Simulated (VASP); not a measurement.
Wanted: the native input for a VASP 6.6.1 run.

* Task: single point
* Functional: PBE
* Potentials or basis: VASP PAW PBE potentials, release 64 (Ti_sv, C)
* Cutoff: 520 eV
* k mesh: 6 × 6 × 6
* Occupations: fermi-dirac, width 0.02 eV
* Spin: no spin polarisation
* Dipole correction: no
* Further INCAR settings: ALGO = Normal; EDIFF = 1e-06; NBANDS = 15

The structure of TiC lies in POSCAR:

```
TiC
1.0
    0.0000000000      2.1657188437      2.1657188437
    2.1657188437      0.0000000000      2.1657188437
    2.1657188437      2.1657188437      0.0000000000
Ti C
1 1
Direct
    0.0000000000      0.0000000000      0.0000000000
    0.5000000000      0.5000000000      0.5000000000
```

These files were run (other wordings do the same):

INCAR

```
  PREC = Accurate
  ENCUT = 520
  EDIFF = 1E-6
  ISMEAR = -1
  SIGMA = 0.02
  LREAL = False
  LASPH = True
  NELM = 60
  ALGO = Normal
  ISIF = 2
  LWAVE = False
  LCHARG = False
  GGA = PE
  NBANDS = 15
```

KPOINTS

```
regular mesh
0
Gamma
  6 6 6
```

Potentials or basis: VASP PAW PBE potentials, release 64 (Ti_sv, C).

Launch:

```bash
$ cat potpaw_PBE.64/Ti_sv/POTCAR potpaw_PBE.64/C/POTCAR > POTCAR
$ mpirun -np 1 vasp_std > vasp.out
```

It gave:

```yaml
Pressure: 0.4 GPa
Band_gap_on_the_k_mesh: zero (band 8 reaches 10.11 eV, above the bottom of band 9 at 9.07 eV)
```

Caveat: the k points lie up to 0.42 Å⁻¹ apart.

It took 17 s on 1 thread of AMD EPYC 7R13 (shared host), peak memory 0.11 GiB.
